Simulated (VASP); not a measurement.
# Si (a cell with a defect) in VASP: notebook, part 2 of 2

VASP 6.6.1. Earlier steps stand in the parts before.

## (4) Single point, PBEsol

File INCAR:

```
  PREC = Accurate
  ENCUT = 520
  EDIFF = 1E-7
  ISMEAR = -1
  SIGMA = 0.05
  LREAL = Auto
  LASPH = True
  NELM = 80
  ALGO = Normal
  ISIF = 2
  LWAVE = False
  LCHARG = False
  GGA = PS
  NBANDS = 48
```

File KPOINTS:

```
Automatic mesh
0
Gamma
  2 2 2
```

File POSCAR:

```
Si
1.0
    0.0000000000      5.4300000000      5.4300000000
    5.4300000000      0.0000000000      5.4300000000
    5.4300000000      5.4300000000      0.0000000000
Si
17
Direct
   -0.0135017495      0.0022297422      0.0021277164
    0.0871615101      0.1382276243      0.1373985267
   -0.0133130755      0.0019497238      0.5094209945
    0.1279315838      0.1106956722      0.6308680479
   -0.0128795580      0.5103930018      0.0012011050
    0.1291164825      0.6309474217      0.1104768877
    0.0615825967      0.4794356354      0.4793905157
    0.1295294659      0.6304812155      0.6293653775
    0.4610964088      0.0133608656      0.0128339779
    0.6142206262      0.1222922652      0.1213955801
    0.5036776243     -0.0306919890      0.5142159300
    0.6142476980      0.1221307551      0.6423906077
    0.5050760589      0.5147421731     -0.0300259669
    0.6143557090      0.6432544199      0.1211770718
    0.5056436464      0.5133946593      0.5102044199
    0.6840415285      0.6051603131      0.6051481584
    0.4718904236      0.3403848987      0.3431462247
```

On the command line:

```
> cat potpaw_PBE.64/Si/POTCAR > POTCAR
> mpirun -np 1 vasp_std > vasp.out
```

Wall time 3.9 min (1 thread of Intel Xeon Platinum 8488C (Sapphire Rapids), shared host); peak memory 0.46 GiB.

The run converged. Its results:

| Item | Value |
| --- | --- |
| Free energy | -93.6804 eV |
| Pressure | 2.6 GPa |
| Largest force | 0.158 eV/Å |
| Band gap on the k mesh | zero (bands 34 and 35 overlap by 0.09 eV) |

Forces in eV/Å, atoms in the order of the input:
```
Si   0.001  0.018  0.012
Si  -0.037  0.039  0.043
Si  -0.020  0.001  0.010
Si  -0.005  0.002 -0.004
Si  -0.017  0.014  0.007
Si  -0.007 -0.005  0.000
Si   0.023 -0.021 -0.018
Si   0.004  0.006  0.003
Si  -0.018  0.021  0.025
Si   0.037  0.027  0.024
Si  -0.006  0.001  0.000
Si  -0.031 -0.037  0.029
Si  -0.006  0.005 -0.012
Si  -0.035  0.036 -0.032
Si  -0.001  0.002 -0.010
Si   0.010 -0.011 -0.016
Si   0.109 -0.098 -0.060
```

Stress tensor (GPa, compression positive):
```
 2.66  0.51  0.54
 0.51  2.64 -0.55
 0.54 -0.55  2.61
```

Levels at points of the mesh, in eV from the Fermi level:
```tsv
k point	band 30	band 31	band 32	band 33	band 34	band 35	band 36	band 37	band 38	band 39
(0.00, 0.00, 0.00)	-1.47	-0.97	-0.68	-0.67	-0.47	-0.09	-0.06	0.17	0.17	0.69
(0.50, 0.00, 0.00)	-1.40	-1.39	-1.25	-1.25	-0.27	0.34	0.39	1.15	1.15	1.20
(0.00, 0.50, 0.00)	-1.44	-1.37	-1.31	-0.95	-0.01	0.04	0.73	0.88	0.96	1.32
(0.00, 0.00, 0.50)	-1.44	-1.36	-1.31	-0.94	-0.04	0.05	0.72	0.89	0.96	1.32
(0.50, 0.50, 0.50)	-1.44	-1.35	-1.31	-0.94	-0.05	0.06	0.72	0.89	0.96	1.31
(0.50, 0.50, 0.00)	-1.91	-1.87	-1.68	-0.77	-0.01	0.44	1.25	1.40	1.45	1.91
(0.00, 0.50, 0.50)	-1.91	-1.86	-1.70	-0.79	0.00	0.44	1.25	1.39	1.45	1.91
(0.50, 0.00, 0.50)	-1.91	-1.86	-1.69	-0.78	0.00	0.44	1.25	1.39	1.45	1.91
```

Caveat: the k points lie up to 0.50 Å⁻¹ apart; the PAW data sets were made with another functional, which shifts forces and pressure a little.

## (5) Single point, PBEsol

File INCAR:

```
SYSTEM = Si
PREC = Accurate
ENCUT = 520
EDIFF = 1E-7
ISMEAR = -1
SIGMA = 0.05
LREAL = Auto
LASPH = .TRUE.
NELM = 80
ALGO = Normal
ISIF = 2
LWAVE = .FALSE.
LCHARG = .FALSE.
GGA = PS
NBANDS = 48
```

File KPOINTS:

```
regular mesh
0
G
  2 2 2
  0 0 0
```

File POSCAR:

```
Si
1.0
    0.0000000000      5.4300000000      5.4300000000
    5.4300000000      0.0000000000      5.4300000000
    5.4300000000      5.4300000000      0.0000000000
Si
17
Direct
   -0.0103410681      0.0016876611      0.0015386740
    0.0971682320      0.1351835175      0.1339919890
   -0.0101015654      0.0013459484      0.5074752302
    0.1261435543      0.1148437385      0.6296853591
   -0.0095882136      0.5086373849      0.0004342541
    0.1271804788      0.6298611418      0.1144848987
    0.0370777164      0.4877515654      0.4874863720
    0.1276054328      0.6294074586      0.6283778085
    0.4707198895      0.0104762431      0.0095499079
    0.6177847145      0.1221119705      0.1214436464
    0.5045769797     -0.0214182320      0.5089077348
    0.6179594843      0.1218453039      0.6390460405
    0.5054626151      0.5093418048     -0.0209009208
    0.6184355433      0.6401403315      0.1207068140
    0.5058816759      0.5083590239      0.5060411602
    0.6660500000      0.6108030387      0.6112763352
    0.4290276243      0.3556001842      0.3571576427
```

On the command line:

```
> cat potpaw_PBE.64/Si/POTCAR > POTCAR
> mpirun -np 1 vasp_std > vasp.out
```

It took 3.8 min on 1 thread of Intel Xeon Platinum 8488C (Sapphire Rapids), shared host; peak memory 0.46 GiB.

Results (log left out):

| Item | Value |
| --- | --- |
| Free energy | -93.8265 eV |
| Pressure | 3.1 GPa |
| Largest force | 0.285 eV/Å |
| Band gap on the k mesh | zero (bands 34 and 35 overlap by 0.15 eV) |

Forces on the atoms (eV/Å):
```
Si  -0.015  0.022  0.026
Si  -0.058  0.058  0.051
Si  -0.022  0.015  0.026
Si   0.000 -0.002  0.026
Si  -0.026  0.025  0.018
Si   0.006  0.024 -0.004
Si   0.078 -0.076 -0.079
Si  -0.024 -0.007 -0.002
Si  -0.043  0.045  0.050
Si  -0.008  0.033  0.027
Si   0.006 -0.016  0.076
Si  -0.036  0.008  0.029
Si  -0.002  0.072 -0.028
Si  -0.030  0.030  0.009
Si  -0.069 -0.003 -0.026
Si   0.061 -0.060 -0.059
Si   0.182 -0.170 -0.140
```

Stress tensor (GPa, compression positive):
```
 3.14  0.17  0.19
 0.17  3.13 -0.20
 0.19 -0.20  3.09
```

Levels at points of the mesh, in eV from the Fermi level:
| k point | band 32 | band 33 | band 34 | band 35 | band 36 | band 37 |
| --- | --- | --- | --- | --- | --- | --- |
| (0.00, 0.00, 0.00) | -0.70 | -0.69 | -0.39 | -0.11 | -0.10 | 0.09 |
| (0.50, 0.00, 0.00) | -1.29 | -1.29 | -0.31 | 0.40 | 0.44 | 1.07 |
| (0.00, 0.50, 0.00) | -1.34 | -1.13 | -0.19 | 0.30 | 0.77 | 0.82 |
| (0.00, 0.00, 0.50) | -1.33 | -1.13 | -0.19 | 0.29 | 0.77 | 0.81 |
| (0.50, 0.50, 0.50) | -1.33 | -1.12 | -0.19 | 0.28 | 0.78 | 0.81 |
| (0.50, 0.50, 0.00) | -1.74 | -0.86 | 0.03 | 0.59 | 1.14 | 1.25 |
| (0.00, 0.50, 0.50) | -1.75 | -0.87 | 0.04 | 0.59 | 1.13 | 1.25 |
| (0.50, 0.00, 0.50) | -1.74 | -0.87 | 0.04 | 0.59 | 1.13 | 1.25 |

Caveat: the k points lie up to 0.50 Å⁻¹ apart; the PAW data sets were made with another functional, which shifts forces and pressure a little.

## (6) Overview

```tsv
cell	gap on the mesh (eV)	pressure (GPa)	largest force (eV/Å)
as given, atomic positions A	0.07	2.5	0.11
as given, atomic positions B	0.06	2.5	0.11
as given, atomic positions C	none	2.6	0.16
as given, atomic positions D	none	3.1	0.29
```

Alike in all rows: task single point; level PBEsol; potentials or basis VASP PAW PBE potentials, release 64 (Si); no spin polarisation; k mesh 2 × 2 × 2; cutoff (eV) 520; smearing fermi-dirac 0.05 eV.

Caveats: all runs use coarse meshes; the PAW data sets were made with another functional, which shifts forces and pressure a little; semilocal functionals underestimate gaps, and a narrow one can read as zero (at least some runs).

Total energies depend on the potentials used, so only differences within one code and one set of settings carry meaning.
